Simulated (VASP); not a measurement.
# Be2ZnSe3: single point with PBE

Crystal: Be2ZnSe3.

```
Be Zn Se
1.0
     3.77910    0.00000    0.00000
    -1.88955    3.27280    0.00000
     0.00000    0.00000   18.79159
Be Zn Se
4 2 6
Direct
  0.33333 0.66667 0.99597
  0.33333 0.66667 0.33791
  0.66667 0.33333 0.49597
  0.66667 0.33333 0.83791
  0.33333 0.66667 0.66884
  0.66667 0.33333 0.16884
  0.33333 0.66667 0.11490
  0.33333 0.66667 0.45769
  0.33333 0.66667 0.79968
  0.66667 0.33333 0.29968
  0.66667 0.33333 0.61490
  0.66667 0.33333 0.95769
```

- Program: VASP 6.6.1
- Task: single point
- Functional: PBE
- Potentials or basis: VASP PAW PBE potentials, release 64 (Be, Zn, Se)
- Cutoff: 520 eV
- k mesh: 12 × 12 × 2
- Occupations: gaussian, width 0.02 eV
- Spin: no spin polarisation
- Dipole correction: no
- Further INCAR settings: ALGO = Normal; EDIFF = 1e-06; NBANDS = 46

| Property | Result |
| --- | --- |
| Pressure | 0.2 GPa |
| Largest force | 0.013 eV/Å |
| Band gap on the k mesh | 2.39 eV (least direct gap 2.49 eV) |

Forces in eV/Å, atoms in the order of the input:
```
Be   0.000  0.000 -0.005
Be   0.000  0.000 -0.004
Be   0.000  0.000 -0.005
Be   0.000  0.000 -0.004
Zn   0.000  0.000  0.010
Zn   0.000  0.000  0.010
Se   0.000  0.000 -0.013
Se   0.000  0.000 -0.001
Se   0.000  0.000  0.012
Se   0.000  0.000  0.012
Se   0.000  0.000 -0.013
Se   0.000  0.000 -0.001
```

Levels at points of the mesh, in eV from the valence-band top:
| k point | band 30 | band 31 | band 32 | band 33 | band 34 | band 35 | band 36 | band 37 | band 38 | band 39 |
| --- | --- | --- | --- | --- | --- | --- | --- | --- | --- | --- |
| (0.00, 0.00, 0.00) | -0.56 | -0.08 | -0.08 | 0.00 | 0.00 | 2.49 | 3.03 | 3.19 | 3.47 | 3.54 |
| (0.50, 0.00, 0.00) | -2.09 | -2.00 | -1.79 | -1.26 | -1.06 | 2.39 | 2.79 | 2.94 | 3.26 | 3.35 |
| (0.00, 0.00, 0.50) | -0.97 | -0.04 | -0.04 | -0.04 | -0.04 | 2.94 | 2.94 | 3.22 | 3.22 | 3.59 |
| (0.50, 0.00, 0.50) | -2.14 | -2.09 | -2.09 | -1.15 | -1.15 | 2.71 | 2.71 | 2.98 | 2.98 | 3.56 |

Run time: 5.2 min on 1 thread of AMD EPYC 9R45 96-Core Processor (Zen 5) (shared host), peak memory 0.49 GiB.

A k mesh can miss the band edges.
